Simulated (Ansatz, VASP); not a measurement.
SiC in VASP and in Ansatz

```
CELL_PARAMETERS angstrom
0.00000 1.64160 1.64160
1.64160 0.00000 1.64160
1.64160 1.64160 0.00000
ATOMIC_POSITIONS crystal
Si 0.00000 0.00000 0.00000
C 0.50000 0.50000 0.50000
```

Change from the starting cell: volume scaled by 0.55, PAW files, source ansatz.

Alike in both runs: task single point; functional LDA; k mesh 15 × 15 × 15; occupations fermi-dirac, width 0.05 eV; no spin polarisation.

```csv
,VASP,Ansatz
version,VASP 6.6.1,Ansatz 0.2.0
potentials or method,"VASP PAW LDA potentials, release 64 (Si, C)","PAW with other files of Ansatz's library (source ansatz), scalar-relativistic"
plane-wave cutoff (eV),520,820
valence electrons in the cell,8,8
```

VASP gave:

```
pressure (GPa) : 538.0
```

**Question.** Estimate Ansatz's values.

**Answer.** Pressure (GPa): 533.8.

LDA's correlation is that of Perdew and Zunger in VASP and of Perdew and Wang (1992) in Ansatz. Both programs put the cell under a high pressure, so it lies far from rest at this level.

Noted on VASP's run: the cell as given lies far from equilibrium.
